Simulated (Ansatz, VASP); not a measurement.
Cu: VASP beside Ansatz

File INCAR:

```
SYSTEM = Cu
PREC = Accurate ; ENCUT = 520
EDIFF = 1E-6 ; ISMEAR = -1
SIGMA = 0.05 ; LREAL = .FALSE.
LASPH = .TRUE. ; NELM = 80
ALGO = Normal ; ISIF = 2
LWAVE = .FALSE. ; LCHARG = .TRUE.
LELF = .TRUE. ; LVHAR = .TRUE.
NBANDS = 18
```

File KPOINTS:

```
Automatic mesh
0
G
  11 11 11
  0 0 0
```

The input POSCAR:

```
Cu
1.0
    1.2184636900     -3.9763780104      0.0000000000
    1.2184636900      3.9763780104      0.0000000000
    0.0000000000      0.0000000000      2.4754955235
Cu
2
Direct
    0.8661333500      0.1338666500      0.7500000000
    0.1338666500      0.8661333500      0.2500000000
```

Contents of input.yaml:

```yaml
crystal:
  lattice:
    - [1.21846369, -3.9763780104, 0.0]
    - [1.21846369, 3.9763780104, 0.0]
    - [0.0, 0.0, 2.4754955235]
  atoms:
    - { symbol: Cu, position: [0.86613335, 0.13386665, 0.75] }
    - { symbol: Cu, position: [0.13386665, 0.86613335, 0.25] }
kpoints:
  mp_grid: { grid: [11, 11, 11] }
scf:
  occupations: { method: fermi_dirac, width: 0.05 }
hamiltonian:
  xc: lda
  pseudopotentials: { kind: all_electron, lapw: { basis_error: 0.001 } }
output:
  forces: true
  stress: true
  eigenvalues: true
```

Alike in both runs: task single point; functional LDA; k mesh 11 × 11 × 11; occupations fermi-dirac, width 0.05 eV; no spin polarisation.

|  | VASP | Ansatz |
| --- | --- | --- |
| version | VASP 6.6.1 | Ansatz 0.2.0 |
| potentials or method | VASP PAW LDA potentials, release 64 (Cu), cutoff 520 eV | all-electron LAPW, scalar-relativistic |

|  | VASP | Ansatz | Ansatz less VASP |
| --- | --- | --- | --- |
| gap on the k mesh at the Fermi level (eV) | none | none | - |
| pressure (GPa) | -6.7 | -7.6 | -0.85 |
| traceless stress, the component that is largest in VASP (GPa) | -0.81 | -0.88 | -0.071 |
| rms of the force components (eV/Å) | 0.022 | 0.025 | +0.0034 |

LDA's correlation is that of Perdew and Zunger in VASP and of Perdew and Wang (1992) in Ansatz. Atom by atom the forces differ by 0.003 eV/Å (rms over components). A gap of «none» marks a metal or a gap that the smearing closes. Ansatz ran all-electron here, and VASP with PAW potentials.
